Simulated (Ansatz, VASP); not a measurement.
PtSe3: VASP beside Ansatz

```
Pt Se
1.0
     7.92710    0.00000    0.00000
    -3.96355    6.86507    0.00000
     0.00000    0.00000    3.50822
Pt Se
2 6
Direct
  0.33333 0.66667 0.25000
  0.66667 0.33333 0.75000
  0.79970 0.59940 0.25000
  0.20030 0.79970 0.75000
  0.40060 0.20030 0.25000
  0.20030 0.40060 0.75000
  0.79970 0.20030 0.25000
  0.59940 0.79970 0.75000
```

Alike in both runs: functional PBE; k mesh 6 × 6 × 10; occupations gaussian, width 0.1 eV; no spin polarisation.

Ansatz relaxed the structure, and its values are those at the end. VASP's run is a single point on that final structure, the one shown.

```csv
,VASP,Ansatz
version,VASP 6.6.1,Ansatz 0.2.0
potentials or method,"VASP PAW PBE potentials, release 64 (Pt, Se), cutoff 520 eV","scalar-relativistic, plane waves, PAW"
valence electrons in the cell,56,132
```

|  | VASP | Ansatz | Ansatz less VASP |
| --- | --- | --- | --- |
| gap on the k mesh at the Fermi level (eV) | none | none | - |
| pressure (GPa) | 0.0 | 0.0 | +0.02 |

A gap of «none» marks a metal or a gap that the smearing closes. VASP's potentials hold 56 valence electrons a cell and Ansatz's 132, so a difference there can come from the potentials and not from the codes.

Spin-orbit coupling is off throughout.
